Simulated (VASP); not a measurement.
The system is Ti.

```xyz
1
Lattice="-1.6410 1.6410 1.6410 1.6410 -1.6410 1.6410 1.6410 1.6410 -1.6410" Properties=species:S:1:pos:R:3 pbc="T T T"
Ti    0.0000    0.0000    0.0000
```

| Quantity | Value |
| --- | --- |
| Program | VASP 6.6.1 |
| Task | relaxation of cell and atoms |
| Functional | BLYP |
| Dispersion | D4 |
| Potentials or basis | VASP PAW PBE potentials, release 64 (Ti_sv) |
| Cutoff | 600 eV |
| k mesh | 11 × 11 × 11 |
| Occupations | fermi-dirac, width 0.05 eV |
| Spin | no spin polarisation |

At the start: pressure -3.8 GPa; volume 17.68 Å³/atom.

Problem. How do energy, volume and symmetry change on relaxing?

Solution. Over 3 steps the energy falls by 8.0 meV/atom and the volume is 17.02 Å³/atom (-3.7 %); space group Im-3m (No. 229, to 0.05 Å).

The path:
```
step  energy change (eV)  largest force (eV/Å)  pressure (GPa)  volume (Å³)
   1              0.0000                0.0000           -3.78        17.68
   2             -0.0051                0.0000            2.47        16.63
   3             -0.0080                0.0000           -0.04        17.02
```

Final structure:
```
Ti
1.0
    -1.62031    1.62031    1.62031
     1.62031   -1.62031    1.62031
     1.62031    1.62031   -1.62031
Ti
1
Direct
  0.00000 0.00000 0.00000
```

Caveat: the PAW data sets were made with another functional, which shifts forces and pressure a little; pairwise dispersion overbinds metals, which lowers pressure and volume.
